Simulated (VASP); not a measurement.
# SnTe (Fm-3m) in VASP: density of states with PBE

Aim: the density of states of SnTe with PBE.

Program: VASP 6.6.1. These are calculated values, not measurements. Logs are shortened: lines on timing, memory, paths and dates and some standing lists are left out, and cuts for length are marked.

## 1. The cell of the first run

The structure is cubic, space group Fm-3m (No. 225). The conventional cell has a = 6.410 Å, b = 6.410 Å, c = 6.410 Å, α = 90.00°, β = 90.00°, γ = 90.00°. Sn (site symmetry m-3m) has 6 Te at 3.21 Å within 4.2 Å. Te (site symmetry m-3m) has 6 Sn at 3.21 Å within 4.2 Å.

## 2. Density of states, PBE

POSCAR reads:

```
SnTe
1.0
    0.0000000000      3.2051414516      3.2051414516
    3.2051414516      0.0000000000      3.2051414516
    3.2051414516      3.2051414516      0.0000000000
Sn Te
1 1
Direct
    0.5000000000      0.5000000000      0.5000000000
    0.0000000000      0.0000000000      0.0000000000
```

INCAR.step1 reads:

```
SYSTEM = SnTe
  PREC = Accurate
  ENCUT = 520
  EDIFF = 1E-7
  ISMEAR = 0
  SIGMA = 0.05
  LREAL = .False.
  LASPH = .True.
  NELM = 60
  ALGO = Normal
  ISIF = 2
  LWAVE = .False.
  LCHARG = .True.
  GGA = PE
  NBANDS = 17
```

KPOINTS.step1 reads:

```
Automatic mesh
0
Gamma
  10 10 10
  0 0 0
```

INCAR.step2 reads:

```
SYSTEM = SnTe
  PREC = Accurate
  ENCUT = 520
  EDIFF = 1E-7
  ISMEAR = -5
  SIGMA = 0.05
  LREAL = .False.
  LASPH = .True.
  NELM = 60
  ALGO = Normal
  ISIF = 2
  LWAVE = .False.
  LCHARG = .False.
  GGA = PE
  LORBIT = 11
  NBANDS = 17
  NEDOS = 1001
  ICHARG = 11
```

KPOINTS.step2 reads:

```
Automatic mesh
0
Gamma
  15 15 15
  0 0 0
```

Potentials or basis: VASP PAW PBE potentials, release 64 (Sn_d, Te).

Launch:

```bash
$ cat potpaw_PBE.64/Sn_d/POTCAR potpaw_PBE.64/Te/POTCAR > POTCAR
$ cp INCAR.step1 INCAR
$ cp KPOINTS.step1 KPOINTS
$ mpirun -np 1 vasp_std > vasp.out
$ cp INCAR.step2 INCAR
$ cp KPOINTS.step2 KPOINTS
$ mpirun -np 1 vasp_std > vasp.out
```

OUTCAR:

```text
SYSTEM = SnTe
   PREC = Accurate
   ENCUT = 520
   EDIFF = 1E-7
   ISMEAR = -5
   LREAL = .False.
   LASPH = .True.
   NELM = 60
   ISIF = 2
   GGA = PE
   LORBIT = 11
   ICHARG = 11

 ion  position               nearest neighbor table
   1  0.500  0.500  0.500-   2 3.21   2 3.21   2 3.21   2 3.21   2 3.21   2 3.21
   2  0.000  0.000  0.000-   1 3.21   1 3.21   1 3.21   1 3.21   1 3.21   1 3.21

  LATTYP: Found a face centered cubic cell.
 ALAT       =     6.4102829032

  Lattice vectors:

 A1 = (   0.0000000000,   3.2051414516,   3.2051414516)
 A2 = (   3.2051414516,   0.0000000000,   3.2051414516)
 A3 = (   3.2051414516,   3.2051414516,   0.0000000000)

Analysis of symmetry for initial positions (statically):
=====================================================================
 Subroutine PRICEL returns:
 Original cell was already a primitive cell.

 Routine SETGRP: Setting up the symmetry group for a
 face centered cubic supercell.

 Subroutine GETGRP returns: Found 48 space group operations
 (whereof 48 operations were pure point group operations)
 out of a pool of 48 trial point group operations.

The static configuration has the point symmetry O_h .

Analysis of symmetry for dynamics (positions and initial velocities):
=====================================================================
 Subroutine PRICEL returns:
 Original cell was already a primitive cell.

 Routine SETGRP: Setting up the symmetry group for a
 face centered cubic supercell.

 Subroutine GETGRP returns: Found 48 space group operations
 (whereof 48 operations were pure point group operations)
 out of a pool of 48 trial point group operations.

The dynamic configuration has the point symmetry O_h .

 Subroutine INISYM returns: Found 48 space group operations
 (whereof 48 operations are pure point group operations),
 and found     1 'primitive' translations

----------------------------------------------------------------------------------------

                                     Primitive cell

  volume of cell :      65.8524

  direct lattice vectors                    reciprocal lattice vectors
     0.000000000  3.205141452  3.205141452    -0.155999355  0.155999355  0.155999355
     3.205141452  0.000000000  3.205141452     0.155999355 -0.155999355  0.155999355
     3.205141452  3.205141452  0.000000000     0.155999355  0.155999355 -0.155999355

  length of vectors
     4.532754510  4.532754510  4.532754510     0.270198809  0.270198809  0.270198809

  position of ions in fractional coordinates (direct lattice)
     0.500000000  0.500000000  0.500000000
     0.000000000  0.000000000  0.000000000

  ion indices of the primitive-cell ions
   primitive index   ion index
                 1           1
                 2           2

----------------------------------------------------------------------------------------

 KPOINTS: Automatic mesh

Automatic generation of k-mesh.
 Grid dimensions read from file:
 generate k-points for:   15   15   15

 Generating k-lattice:

  Cartesian coordinates                     Fractional coordinates (reciprocal lattice)
    -0.010399957  0.010399957  0.010399957     0.066666667  0.000000000  0.000000000
     0.010399957 -0.010399957  0.010399957     0.000000000  0.066666667  0.000000000
     0.010399957  0.010399957 -0.010399957     0.000000000  0.000000000  0.066666667

  Length of vectors
     0.018013254  0.018013254  0.018013254

  Shift w.r.t. Gamma in fractional coordinates (k-lattice)
     0.000000000  0.000000000  0.000000000

 TETIRR: Found    484 inequivalent tetrahedra from    20250

 Subroutine IBZKPT returns following result:
 ===========================================

 Found    120 irreducible k-points:

 Following reciprocal coordinates:
            Coordinates               Weight
  0.000000  0.000000  0.000000      1.000000
  0.066667  0.000000  0.000000      8.000000
  0.133333  0.000000  0.000000      8.000000
  0.200000  0.000000  0.000000      8.000000
  0.266667  0.000000  0.000000      8.000000
  0.333333  0.000000  0.000000      8.000000
[... 16 lines left out ...]
  0.133333  0.133333  0.000000      6.000000
  0.200000  0.133333  0.000000     24.000000
 [... further k-points ...]
   k-points           NKPTS =    120   k-points in BZ     NKDIM =    120   number of bands    NBANDS=     17
   number of dos      NEDOS =   1001   number of ions     NIONS =      2
   total plane-waves  NPLWV =  46656
   dimension x,y,z NGX =    36 NGY =   36 NGZ =   36
   dimension x,y,z NGXF=    72 NGYF=   72 NGZF=   72
   ions per type =               1   1
   NGX,Y,Z   is equivalent  to a cutoff of  13.20, 13.20, 13.20 a.u.
   NGXF,Y,Z  is equivalent  to a cutoff of  26.41, 26.41, 26.41 a.u.
 SYSTEM =  SnTe
   PREC   = accura    normal or accurate (medium, high low for compatibility)
   ISTART =      0    job   : 0-new  1-cont  2-samecut
   ICHARG =     11    charge: 1-file 2-atom 10-const
   ISPIN  =      1    spin polarized calculation?
   LNONCOLLINEAR =      F non collinear calculations
   LSORBIT =      F    spin-orbit coupling
   LASPH  =      T    aspherical Exc in radial PAW
   ENCUT  =  520.0 eV  38.22 Ry    6.18 a.u.   8.43  8.43  8.43*2*pi/ulx,y,z
   NELM   =     60;   NELMIN=  2; NELMDL=  0     # of ELM steps
   EDIFF  = 0.1E-06   stopping-criterion for ELM
   LREAL  =      F    real-space projection
   EDIFFG = 0.1E-05   stopping-criterion for IOM
   NSW    =      0    number of steps for IOM
   IBRION =     -1    ionic relax: 0-MD 1-quasi-New 2-CG
   NFREE  =      0    steps in history (QN), initial steepest desc. (CG)
   ISIF   =      2    stress and relaxation
   ISYM   =      2    0-nonsym 1-usesym 2-fastsym
   POTIM  = 0.5000    time-step for ionic-motion
   TEBEG  =    0.0;   TEEND  =   0.0 temperature during run
   PSTRESS=    0.0 pullay stress
   NELECT =      20.0000    total number of electrons
   NUPDOWN=      -1.0000    fix difference up-down
   EMIN   =  10.00;   EMAX   =-10.00  energy-range for DOS
   EFERMI =   0.00;   METHOD = LEGACY
   ISMEAR =    -5;   SIGMA  =   0.05  broadening in eV -4-tet -1-fermi 0-gaus
   EFERMI_NEDOS =   21; number of points for ismear=-14 and -15
   IALGO  =     38    algorithm
   IMIX   =      4    mixing-type and parameters
     AMIX     =   0.40;   BMIX     =  1.00
     AMIX_MAG =   1.60;   BMIX_MAG =  1.00
  volume/ion in A,a.u.               =      32.93       222.20
  Fermi-wavevector in a.u.,A,eV,Ry     =   1.100426  2.079504 16.475812  1.210938
  Thomas-Fermi vector in A             =   2.236837
   LORBIT       =     11    0 simple, 1 ext, 2 COOP (PROOUT), +10 PAW based schemes
   GGA     = PE    functional components
   LHFCALC =     F    Hartree Fock is set to
   AEXX    =    0.0000 exact exchange contribution
   IVDW    =     0    specifies the selected vdW correction
   LEPSILON=     F    determine dielectric tensor
   LRPA    =     F    only Hartree local field effects (RPA)
 non-spin polarized calculation
 Fermi weights with tetrahedron method with Bloechl corrections
  energy-cutoff  :      520.00
  volume of cell :       65.85
 maximum number of plane-waves:      1808
 NGX is ok and might be reduce to    36

 number of electron      20.0000005 magnetization

 Free energy of the ion-electron system (eV)
  ---------------------------------------------------
  ext. energy  EPLUGINS =         0.00000000
  ---------------------------------------------------
  free energy    TOTEN  =        -7.56567806 eV

  energy without entropy =       -7.56567806  energy(sigma->0) =       -7.56567806

 E-fermi :   6.2294     XC(G=0):  -9.2652

 val. band max:        6.2003261119   @ k =   0.4667   0.0000   0.0000
 cond. band min:       6.5111632016   @ k =   0.4667   0.0000   0.0000
 fundamental gap:      0.3108370897
 Fermi energy:         6.2294457672

 k-point     1 :       0.0000    0.0000    0.0000
  band No.  band energies     occupation
      1     -15.5587      2.00000
      2     -15.5587      2.00000
      3     -15.5536      2.00000
      4     -15.5536      2.00000
      5     -15.5536      2.00000
      6      -6.1028      2.00000
[... 9 lines left out ...]
     16      11.1736      0.00000
     17      13.1599      0.00000

 k-point     2 :       0.0667    0.0000    0.0000
  band No.  band energies     occupation
      1     -15.5588      2.00000
      2     -15.5588      2.00000
      3     -15.5535      2.00000
      4     -15.5534      2.00000
      5     -15.5534      2.00000
      6      -6.0679      2.00000
[... 9 lines left out ...]
     16      11.2640      0.00000
     17      13.4505      0.00000

 k-point     3 :       0.1333    0.0000    0.0000
  band No.  band energies     occupation
      1     -15.5592      2.00000
      2     -15.5592      2.00000
      3     -15.5533      2.00000
      4     -15.5528      2.00000
      5     -15.5528      2.00000
      6      -5.9650      2.00000
[... 9 lines left out ...]
     16      11.5212      0.00000
     17      14.1602      0.00000

 k-point     4 :       0.2000    0.0000    0.0000
  band No.  band energies     occupation
      1     -15.5598      2.00000
      2     -15.5598      2.00000
      3     -15.5531      2.00000
      4     -15.5518      2.00000
      5     -15.5518      2.00000
      6      -5.7999      2.00000
[... 9 lines left out ...]
     16      11.9317      0.00000
     17      15.1291      0.00000

 k-point     5 :       0.2667    0.0000    0.0000
  band No.  band energies     occupation
      1     -15.5607      2.00000
      2     -15.5607      2.00000
      3     -15.5528      2.00000
      4     -15.5507      2.00000
      5     -15.5507      2.00000
      6      -5.5847      2.00000
[... 9 lines left out ...]
     16      12.4862      0.00000
     17      16.2453      0.00000

 k-point     6 :       0.3333    0.0000    0.0000
  band No.  band energies     occupation
      1     -15.5615      2.00000
      2     -15.5615      2.00000
      3     -15.5525      2.00000
      4     -15.5495      2.00000
      5     -15.5495      2.00000
      6      -5.3424      2.00000
[... 9 lines left out ...]
     16      13.1731      0.00000
     17      16.7191      0.00000

 k-point     7 :       0.4000    0.0000    0.0000
  band No.  band energies     occupation
      1     -15.5621      2.00000
      2     -15.5621      2.00000
      3     -15.5523      2.00000
      4     -15.5486      2.00000
      5     -15.5486      2.00000
      6      -5.1148      2.00000
[... 9 lines left out ...]
     16      13.9769      0.00000
     17      16.0532      0.00000

 k-point     8 :       0.4667    0.0000    0.0000
  band No.  band energies     occupation
      1     -15.5625      2.00000
      2     -15.5625      2.00000
      3     -15.5522      2.00000
      4     -15.5481      2.00000
      5     -15.5481      2.00000
      6      -4.9685      2.00000
[... 9 lines left out ...]
     16      14.8484      0.00000
     17      15.1513      0.00000
[... 203 lines left out ...]
      1     -15.5614      2.00000
      2     -15.5606      2.00000
      3     -15.5527      2.00000
      4     -15.5506      2.00000
      5     -15.5498      2.00000
      6      -5.4795      2.00000
[... 9 lines left out ...]
     16      13.4035      0.00000
     17      15.6499      0.00000

 k-point    20 :      -0.2000    0.0667    0.0000
  band No.  band energies     occupation
      1     -15.5606      2.00000
      2     -15.5597      2.00000
      3     -15.5530      2.00000
      4     -15.5517      2.00000
      5     -15.5509      2.00000
      6      -5.7048      2.00000
[... 9 lines left out ...]
     16      12.7101      0.00000
     17      14.6513      0.00000

 k-point    21 :      -0.1333    0.0667    0.0000
  band No.  band energies     occupation
      1     -15.5599      2.00000
      2     -15.5591      2.00000
      3     -15.5533      2.00000
      4     -15.5526      2.00000
      5     -15.5520      2.00000
      6      -5.8868      2.00000
[... 9 lines left out ...]
     16      12.1244      0.00000
     17      13.8439      0.00000

 k-point    22 :      -0.0667    0.0667    0.0000
  band No.  band energies     occupation
      1     -15.5592      2.00000
      2     -15.5587      2.00000
      3     -15.5535      2.00000
      4     -15.5532      2.00000
      5     -15.5529      2.00000
      6      -6.0104      2.00000
[... 9 lines left out ...]
     16      11.6397      0.00000
     17      13.4241      0.00000

 k-point    23 :       0.1333    0.1333    0.0000
  band No.  band energies     occupation
      1     -15.5605      2.00000
      2     -15.5580      2.00000
      3     -15.5541      2.00000
      4     -15.5522      2.00000
      5     -15.5522      2.00000
      6      -5.9199      2.00000
[... 9 lines left out ...]
     16      12.0835      0.00000
     17      13.3529      0.00000

 k-point    24 :       0.2000    0.1333    0.0000
  band No.  band energies     occupation
      1     -15.5615      2.00000
      2     -15.5580      2.00000
      3     -15.5542      2.00000
      4     -15.5515      2.00000
      5     -15.5514      2.00000
      6      -5.7991      2.00000
[... 9 lines left out ...]
     16      12.5377      0.00000
     17      13.7440      0.00000

 [... further k-points ...]

------------------------ aborting loop because EDIFF is reached ----------------------------------------

  FORCE on cell =-STRESS in cart. coord.  units (eV):
  Direction    XX          YY          ZZ          XY          YZ          ZX
  --------------------------------------------------------------------------------------
  -------------------------------------------------------------------------------------
  Total       -0.0077515     -0.0077515     -0.0077515      0.0000000      0.0000000      0.0000000
  in kB       -0.1885923     -0.1885923     -0.1885923      0.0000000      0.0000000      0.0000000
  external PRESSURE =      -0.1885923 kB  Pullay stress =       0.0000000 kB

 VOLUME and BASIS-vectors are now :
 -----------------------------------------------------------------------------
  energy-cutoff  :      520.00
  volume of cell :       65.85
      direct lattice vectors                 reciprocal lattice vectors
     0.000000000  3.205141452  3.205141452    -0.155999355  0.155999355  0.155999355
     3.205141452  0.000000000  3.205141452     0.155999355 -0.155999355  0.155999355
     3.205141452  3.205141452  0.000000000     0.155999355  0.155999355 -0.155999355

 POSITION                                       TOTAL-FORCE (eV/Angst)
 -----------------------------------------------------------------------------------
      3.20514      3.20514      3.20514         0.000000      0.000000      0.000000
      0.00000      0.00000      0.00000        -0.000000     -0.000000     -0.000000
 -----------------------------------------------------------------------------------
    total drift:                                0.000000      0.000000      0.000000

  FREE ENERGIE OF THE ION-ELECTRON SYSTEM (eV)
  ---------------------------------------------------
  free  energy   TOTEN  =        -7.5656780577 eV

  energy  without entropy=       -7.5656780577  energy(sigma->0) =       -7.56567806

 total charge

# of ion       s       p       d       tot
------------------------------------------
    1        1.376   0.698   9.977  12.051
    2        1.380   1.959   0.025   3.364
--------------------------------------------------
tot          2.756   2.657  10.002  15.415
```

It took 1.8 min on 1 thread of Intel Xeon Platinum 8488C (Sapphire Rapids), shared host; peak memory 0.29 GiB.

What came out:

| Item | Value |
| --- | --- |
| Valence electrons inside the program's atomic spheres | Sn 12.05; Te 3.36 |

Caveat: spin-orbit coupling is left out, which moves the levels of the heavy elements.
